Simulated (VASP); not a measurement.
# GeW (Fm-3m) in VASP: a series of runs

GeW is run at these levels: PBE, BLYP; tasks: single point.

Program: VASP 6.6.1. These are calculated values, not measurements. Logs are shortened: lines on timing, memory, paths and dates and some standing lists are left out, and cuts for length are marked.

## 1. The cell of the first run

Symmetry: Fm-3m, No. 225, cubic system. Conventional cell: a = 5.155 Å, b = 5.155 Å, c = 5.155 Å, α = 90.00°, β = 90.00°, γ = 90.00°. Ge (site symmetry m-3m) has 6 W at 2.58 Å within 3.4 Å. Within 3.4 Å of W (site symmetry m-3m) lie 6 Ge at 2.58 Å.

## 2. Single point, PBE

Contents of INCAR:

```
SYSTEM = GeW
PREC     = Accurate       ! precision mode
ENCUT    = 520            ! plane-wave cutoff, eV
EDIFF    = 1E-7           ! SCF threshold, eV
ISMEAR   = 0              ! smearing method
SIGMA    = 0.024          ! smearing width, eV
LREAL    = .FALSE.        ! projectors in reciprocal space
LASPH    = .TRUE.         ! aspherical terms in the spheres
NELM     = 60             ! most SCF steps
ALGO     = Normal         ! electronic algorithm
ISIF     = 2              ! what is computed and relaxed
LWAVE    = .FALSE.        ! write WAVECAR
LCHARG   = .FALSE.        ! write CHGCAR
GGA      = PE             ! functional
NBANDS   = 21             ! bands
```

Contents of KPOINTS:

```
regular mesh
0
G
  9 9 9
  0 0 0
```

Contents of POSCAR:

```
GeW
1.0
    0.0000000000      2.5776100000      2.5776100000
    2.5776100000      0.0000000000      2.5776100000
    2.5776100000      2.5776100000      0.0000000000
Ge W
1 1
Direct
    0.5000000000      0.5000000000      0.5000000000
    0.0000000000      0.0000000000      0.0000000000
```

Potentials or basis: VASP PAW PBE potentials, release 64 (Ge_d, W_sv).

Launch:

```
$ cat potpaw_PBE.64/Ge_d/POTCAR potpaw_PBE.64/W_sv/POTCAR > POTCAR
$ mpirun -np 1 vasp_std > vasp.out
```

OUTCAR:

```text
SYSTEM = GeW
   PREC = Accurate
   ENCUT = 520
   EDIFF = 1E-7
   ISMEAR = 0
   LREAL = .FALSE.
   LASPH = .TRUE.
   NELM = 60
   ISIF = 2
   GGA = PE

 ion  position               nearest neighbor table
   1  0.500  0.500  0.500-   2 2.58   2 2.58   2 2.58   2 2.58   2 2.58   2 2.58
   2  0.000  0.000  0.000-   1 2.58   1 2.58   1 2.58   1 2.58   1 2.58   1 2.58

  LATTYP: Found a face centered cubic cell.
 ALAT       =     5.1552200000

  Lattice vectors:

 A1 = (   0.0000000000,   2.5776100000,   2.5776100000)
 A2 = (   2.5776100000,   0.0000000000,   2.5776100000)
 A3 = (   2.5776100000,   2.5776100000,   0.0000000000)

Analysis of symmetry for initial positions (statically):
=====================================================================
 Subroutine PRICEL returns:
 Original cell was already a primitive cell.

 Routine SETGRP: Setting up the symmetry group for a
 face centered cubic supercell.

 Subroutine GETGRP returns: Found 48 space group operations
 (whereof 48 operations were pure point group operations)
 out of a pool of 48 trial point group operations.

The static configuration has the point symmetry O_h .

Analysis of symmetry for dynamics (positions and initial velocities):
=====================================================================
 Subroutine PRICEL returns:
 Original cell was already a primitive cell.

 Routine SETGRP: Setting up the symmetry group for a
 face centered cubic supercell.

 Subroutine GETGRP returns: Found 48 space group operations
 (whereof 48 operations were pure point group operations)
 out of a pool of 48 trial point group operations.

The dynamic configuration has the point symmetry O_h .

 Subroutine INISYM returns: Found 48 space group operations
 (whereof 48 operations are pure point group operations),
 and found     1 'primitive' translations

----------------------------------------------------------------------------------------

                                     Primitive cell

  volume of cell :      34.2517

  direct lattice vectors                    reciprocal lattice vectors
     0.000000000  2.577610000  2.577610000    -0.193978143  0.193978143  0.193978143
     2.577610000  0.000000000  2.577610000     0.193978143 -0.193978143  0.193978143
     2.577610000  2.577610000  0.000000000     0.193978143  0.193978143 -0.193978143

  length of vectors
     3.645291021  3.645291021  3.645291021     0.335979998  0.335979998  0.335979998

  position of ions in fractional coordinates (direct lattice)
     0.500000000  0.500000000  0.500000000
     0.000000000  0.000000000  0.000000000

  ion indices of the primitive-cell ions
   primitive index   ion index
                 1           1
                 2           2

----------------------------------------------------------------------------------------

 KPOINTS: regular mesh

Automatic generation of k-mesh.
 Grid dimensions read from file:
 generate k-points for:    9    9    9

 Generating k-lattice:

  Cartesian coordinates                     Fractional coordinates (reciprocal lattice)
    -0.021553127  0.021553127  0.021553127     0.111111111  0.000000000  0.000000000
     0.021553127 -0.021553127  0.021553127     0.000000000  0.111111111  0.000000000
     0.021553127  0.021553127 -0.021553127     0.000000000  0.000000000  0.111111111

  Length of vectors
     0.037331111  0.037331111  0.037331111

  Shift w.r.t. Gamma in fractional coordinates (k-lattice)
     0.000000000  0.000000000  0.000000000

 Subroutine IBZKPT returns following result:
 ===========================================

 Found     35 irreducible k-points:

 Following reciprocal coordinates:
            Coordinates               Weight
  0.000000  0.000000  0.000000      1.000000
  0.111111  0.000000  0.000000      8.000000
  0.222222  0.000000  0.000000      8.000000
  0.333333  0.000000  0.000000      8.000000
  0.444444  0.000000  0.000000      8.000000
  0.111111  0.111111  0.000000      6.000000
[... 16 lines left out ...]
 -0.333333  0.333333  0.000000     12.000000
  0.444444  0.444444  0.000000      6.000000
 [... further k-points ...]
   k-points           NKPTS =     35   k-points in BZ     NKDIM =     35   number of bands    NBANDS=     21
   number of dos      NEDOS =    301   number of ions     NIONS =      2
   total plane-waves  NPLWV =  21952
   dimension x,y,z NGX =    28 NGY =   28 NGZ =   28
   dimension x,y,z NGXF=    56 NGYF=   56 NGZF=   56
   ions per type =               1   1
   NGX,Y,Z   is equivalent  to a cutoff of  12.77, 12.77, 12.77 a.u.
   NGXF,Y,Z  is equivalent  to a cutoff of  25.54, 25.54, 25.54 a.u.
 SYSTEM =  GeW
   PREC   = accura    normal or accurate (medium, high low for compatibility)
   ISTART =      0    job   : 0-new  1-cont  2-samecut
   ICHARG =      2    charge: 1-file 2-atom 10-const
   ISPIN  =      1    spin polarized calculation?
   LNONCOLLINEAR =      F non collinear calculations
   LSORBIT =      F    spin-orbit coupling
   LASPH  =      T    aspherical Exc in radial PAW
   ENCUT  =  520.0 eV  38.22 Ry    6.18 a.u.   6.78  6.78  6.78*2*pi/ulx,y,z
   NELM   =     60;   NELMIN=  2; NELMDL= -5     # of ELM steps
   EDIFF  = 0.1E-06   stopping-criterion for ELM
   LREAL  =      F    real-space projection
   EDIFFG = 0.1E-05   stopping-criterion for IOM
   NSW    =      0    number of steps for IOM
   IBRION =     -1    ionic relax: 0-MD 1-quasi-New 2-CG
   NFREE  =      0    steps in history (QN), initial steepest desc. (CG)
   ISIF   =      2    stress and relaxation
   ISYM   =      2    0-nonsym 1-usesym 2-fastsym
   POTIM  = 0.5000    time-step for ionic-motion
   TEBEG  =    0.0;   TEEND  =   0.0 temperature during run
   PSTRESS=    0.0 pullay stress
   NELECT =      28.0000    total number of electrons
   NUPDOWN=      -1.0000    fix difference up-down
   EMIN   =  10.00;   EMAX   =-10.00  energy-range for DOS
   EFERMI =   0.00;   METHOD = LEGACY
   ISMEAR =     0;   SIGMA  =   0.02  broadening in eV -4-tet -1-fermi 0-gaus
   EFERMI_NEDOS =   21; number of points for ismear=-14 and -15
   IALGO  =     38    algorithm
   IMIX   =      4    mixing-type and parameters
     AMIX     =   0.40;   BMIX     =  1.00
     AMIX_MAG =   1.60;   BMIX_MAG =  1.00
  volume/ion in A,a.u.               =      17.13       115.57
  Fermi-wavevector in a.u.,A,eV,Ry     =   1.530736  2.892672 31.880529  2.343153
  Thomas-Fermi vector in A             =   2.638178
   LORBIT       =      0    0 simple, 1 ext, 2 COOP (PROOUT), +10 PAW based schemes
   GGA     = PE    functional components
   LHFCALC =     F    Hartree Fock is set to
   AEXX    =    0.0000 exact exchange contribution
   IVDW    =     0    specifies the selected vdW correction
   LEPSILON=     F    determine dielectric tensor
   LRPA    =     F    only Hartree local field effects (RPA)
 non-spin polarized calculation
 Gauss-broadening in eV      SIGMA  =   0.02
  energy-cutoff  :      520.00
  volume of cell :       34.25
 maximum number of plane-waves:       944
   NGX = 13   NGY = 13   NGZ = 13

 number of electron      27.9999991 magnetization

 Free energy of the ion-electron system (eV)
  ---------------------------------------------------
  ext. energy  EPLUGINS =         0.00000000
  ---------------------------------------------------
  free energy    TOTEN  =       -15.70319259 eV

  energy without entropy =      -15.70214429  energy(sigma->0) =      -15.70266844

 E-fermi :   9.0386     XC(G=0): -12.4198

 val. band max:        9.0202278746   @ k =  -0.3333   0.3333   0.1111
 cond. band min:       9.0530586206   @ k =   0.3333   0.1111   0.0000
 fundamental gap:      0.0328307460
 Fermi energy:         9.0386371347

 k-point     1 :       0.0000    0.0000    0.0000
  band No.  band energies     occupation
      1     -65.4570      2.00000
      2     -29.6422      2.00000
      3     -29.6422      2.00000
      4     -29.6422      2.00000
      5     -15.3955      2.00000
      6     -15.3955      2.00000
[... 13 lines left out ...]
     20      17.2747      0.00000
     21      24.2010      0.00000

 k-point     2 :       0.1111    0.0000    0.0000
  band No.  band energies     occupation
      1     -65.4566      2.00000
      2     -29.6542      2.00000
      3     -29.6444      2.00000
      4     -29.6444      2.00000
      5     -15.3911      2.00000
      6     -15.3911      2.00000
[... 13 lines left out ...]
     20      17.7259      0.00000
     21      21.9209      0.00000

 k-point     3 :       0.2222    0.0000    0.0000
  band No.  band energies     occupation
      1     -65.4556      2.00000
      2     -29.6845      2.00000
      3     -29.6499      2.00000
      4     -29.6499      2.00000
      5     -15.3801      2.00000
      6     -15.3801      2.00000
[... 13 lines left out ...]
     20      19.5745      0.00000
     21      20.6739      0.00000

 k-point     4 :       0.3333    0.0000    0.0000
  band No.  band energies     occupation
      1     -65.4545      2.00000
      2     -29.7187      2.00000
      3     -29.6561      2.00000
      4     -29.6561      2.00000
      5     -15.3677      2.00000
      6     -15.3677      2.00000
[... 13 lines left out ...]
     20      18.8388      0.00000
     21      18.8388      0.00000

 k-point     5 :       0.4444    0.0000    0.0000
  band No.  band energies     occupation
      1     -65.4538      2.00000
      2     -29.7408      2.00000
      3     -29.6602      2.00000
      4     -29.6602      2.00000
      5     -15.3596      2.00000
      6     -15.3596      2.00000
[... 13 lines left out ...]
     20      18.1590      0.00000
     21      18.1590      0.00000
[... 382 lines left out ...]
     20      20.1824      0.00000
     21      22.2941      0.00000

 k-point    22 :      -0.4444    0.3333    0.0000
  band No.  band energies     occupation
      1     -65.4529      2.00000
      2     -29.7216      2.00000
      3     -29.6940      2.00000
      4     -29.6740      2.00000
      5     -15.3833      2.00000
      6     -15.3724      2.00000
[... 13 lines left out ...]
     20      19.8464      0.00000
     21      21.4850      0.00000

 k-point    23 :      -0.3333    0.3333    0.0000
  band No.  band energies     occupation
      1     -65.4530      2.00000
      2     -29.7116      2.00000
      3     -29.7069      2.00000
      4     -29.6699      2.00000
      5     -15.3816      2.00000
      6     -15.3630      2.00000
[... 13 lines left out ...]
     20      20.0369      0.00000
     21      20.5030      0.00000

 k-point    24 :       0.4444    0.4444    0.0000
  band No.  band energies     occupation
      1     -65.4529      2.00000
      2     -29.7300      2.00000
      3     -29.6782      2.00000
      4     -29.6782      2.00000
      5     -15.3887      2.00000
      6     -15.3842      2.00000
[... 13 lines left out ...]
     20      20.8864      0.00000
     21      23.8882      0.00000

 [... further k-points ...]
[... 5 lines left out ...]
  --------------------------------------------------------------------------------------
  -------------------------------------------------------------------------------------
  Total        0.0878281      0.0878281      0.0878281      0.0000000      0.0000000      0.0000000
  in kB        4.1083039      4.1083039      4.1083039      0.0000000      0.0000000      0.0000000
  external PRESSURE =       4.1083039 kB  Pullay stress =       0.0000000 kB

 VOLUME and BASIS-vectors are now :
 -----------------------------------------------------------------------------
  energy-cutoff  :      520.00
  volume of cell :       34.25
      direct lattice vectors                 reciprocal lattice vectors
     0.000000000  2.577610000  2.577610000    -0.193978143  0.193978143  0.193978143
     2.577610000  0.000000000  2.577610000     0.193978143 -0.193978143  0.193978143
     2.577610000  2.577610000  0.000000000     0.193978143  0.193978143 -0.193978143

 POSITION                                       TOTAL-FORCE (eV/Angst)
 -----------------------------------------------------------------------------------
      2.57761      2.57761      2.57761         0.000000      0.000000      0.000000
      0.00000      0.00000      0.00000        -0.000000     -0.000000     -0.000000
 -----------------------------------------------------------------------------------
    total drift:                                0.000000      0.000000      0.000000

  FREE ENERGIE OF THE ION-ELECTRON SYSTEM (eV)
  ---------------------------------------------------
  free  energy   TOTEN  =       -15.7031925911 eV

  energy  without entropy=      -15.7021442910  energy(sigma->0) =      -15.70266844
```

Run time: 16 s. Hardware: 1 thread of Intel Xeon 6975P-C (Granite Rapids), shared host; peak memory 0.17 GiB.

Results:

- Free energy: -15.7032 eV
- Pressure: 0.4 GPa
- Band gap on the k mesh: zero (bands 14 and 15 overlap by 1.71 eV)

Levels at points of the mesh, in eV from the Fermi level:
```
           k point  band 12  band 13  band 14  band 15  band 16  band 17
(0.00, 0.00, 0.00)    -1.60    -1.60    -0.86    -0.86     2.45     2.45
```

Caveat: spin-orbit coupling is left out, which moves the levels of the heavy elements.

## 3. Single point, BLYP

This run uses another cell than the first one, of 17.99 Å³/atom.

Contents of INCAR:

```
AGGAC = 1.0 ; AGGAX = 1.0
ALDAC = 0.0 ; ALDAX = 1.0
ALGO = Normal ; EDIFF = 1E-6
ENCUT = 520 ; GGA = B5
ISIF = 2 ; ISMEAR = -1
LASPH = True ; LCHARG = True
LELF = True ; LREAL = False
LVHAR = True ; LWAVE = False
NBANDS = 21 ; NELM = 60
PREC = Accurate ; SIGMA = 0.05
```

Contents of KPOINTS:

```
k-points
0
Gamma
  9 9 9
```

Contents of POSCAR:

```
GeW
1.0
    0.0000000000      2.6203456620      2.6203456620
    2.6203456620      0.0000000000      2.6203456620
    2.6203456620      2.6203456620      0.0000000000
Ge W
1 1
Direct
    0.5000000000      0.5000000000      0.5000000000
    0.0000000000      0.0000000000      0.0000000000
```

Potentials or basis: VASP PAW PBE potentials, release 64 (Ge_d, W_sv).

Launch:

```
$ cat potpaw_PBE.64/Ge_d/POTCAR potpaw_PBE.64/W_sv/POTCAR > POTCAR
$ mpirun -np 1 vasp_std > vasp.out
```

Run time: 19 s. Hardware: 1 thread of Intel Xeon 6975P-C (Granite Rapids), shared host; peak memory 0.17 GiB.

The run converged. Its results:

```yaml
Free_energy: -13.3443 eV
Pressure: 0.6 GPa
Band_gap_on_the_k_mesh: zero (bands 14 and 15 overlap by 1.58 eV)
```

Levels at points of the mesh, in eV from the Fermi level:
| k point | band 12 | band 13 | band 14 | band 15 | band 16 | band 17 |
| --- | --- | --- | --- | --- | --- | --- |
| (0.00, 0.00, 0.00) | -1.45 | -1.45 | -0.83 | -0.83 | 2.27 | 2.27 |

Caveat: the PAW data sets were made with another functional, which shifts forces and pressure a little; spin-orbit coupling is left out, which moves the levels of the heavy elements.
